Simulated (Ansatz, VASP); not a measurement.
## MnF2: VASP beside Ansatz

Contents of INCAR:

```
SYSTEM = MnF2
PREC = Accurate
ENCUT = 520
EDIFF = 1E-7
ISMEAR = 0
SIGMA = 0.2
LREAL = .False.
LASPH = .True.
NELM = 150
ALGO = Normal
ISIF = 2
LWAVE = .False.
LCHARG = .True.
ISPIN = 2
MAGMOM = 5.2 5.2 0 0 0 0
LORBIT = 11
LMAXMIX = 4
GGA = RE
LELF = .True.
LVHAR = .True.
NBANDS = 40
```

Contents of KPOINTS:

```
Automatic mesh
0
Gamma
  5 5 7
  0 0 0
```

The input POSCAR:

```
MnF2
1.0
    4.8410889473      0.0000000000      0.0000000000
    0.0000000000      4.8410889473      0.0000000000
    0.0000000000      0.0000000000      3.2884798674
Mn F
2 4
Direct
    0.0000000000      0.0000000000      0.0000000000
    0.5000000000      0.5000000000      0.5000000000
    0.3053000000      0.3053000000      0.0000000000
    0.1947000000      0.8053000000      0.5000000000
    0.6947000000      0.6947000000      0.0000000000
    0.8053000000      0.1947000000      0.5000000000
```

Input for Ansatz:

```yaml
crystal:
  lattice:
    - [4.84108894728288, 0.0, 0.0]
    - [0.0, 4.84108894728288, 0.0]
    - [0.0, 0.0, 3.288479867407245]
  atoms:
    - { symbol: Mn, position: [0.0, 0.0, 0.0], spin: 5.2 }
    - { symbol: Mn, position: [0.5, 0.5, 0.5], spin: 5.2 }
    - { symbol: F, position: [0.3053, 0.3053, 0.0] }
    - { symbol: F, position: [0.1947, 0.8053, 0.5] }
    - { symbol: F, position: [0.6947, 0.6947, 0.0] }
    - { symbol: F, position: [0.8053, 0.1947, 0.5] }
kpoints:
  mp_grid:
    grid: [5, 5, 7]
hamiltonian:
  xc: revpbe
  pseudopotentials:
    kind: nc
magnetization:
  spin_polarized: true
scf:
  n_extra_bands: 16
  lower_state_search: light
  occupations:
    method: gaussian
    width: 0.2
output:
  stress: true
```

Alike in both runs: task single point; functional revPBE; k mesh 5 × 5 × 7; occupations gaussian, width 0.2 eV; collinear spin.

|  | VASP | Ansatz |
| --- | --- | --- |
| version | VASP 6.6.1 | Ansatz 0.2.0 |
| potentials or method | VASP PAW PBE potentials, release 64 (Mn_pv, F) | plane waves |
| plane-wave cutoff (eV) | 520 | 1320 |
| valence electrons in the cell | 54 | 58 |

|  | VASP | Ansatz | Ansatz less VASP |
| --- | --- | --- | --- |
| pressure (GPa) | 9.4 | 9.1 | -0.29 |
| traceless stress, the component that is largest in VASP (GPa) | 0.89 | 0.78 | -0.109 |
| net moment per atom (μB) | 1.67 | 1.67 | 0.000 |
| size of the moment on the site where the two differ most (μB) | 4.60 | 4.19 | -0.410 |

VASP's potentials were made for PBE, not for revPBE. Site moments also hang on the region over which each program counts them. VASP's potentials hold 54 valence electrons a cell and Ansatz's 58, so a difference there can come from the potentials and not from the codes.
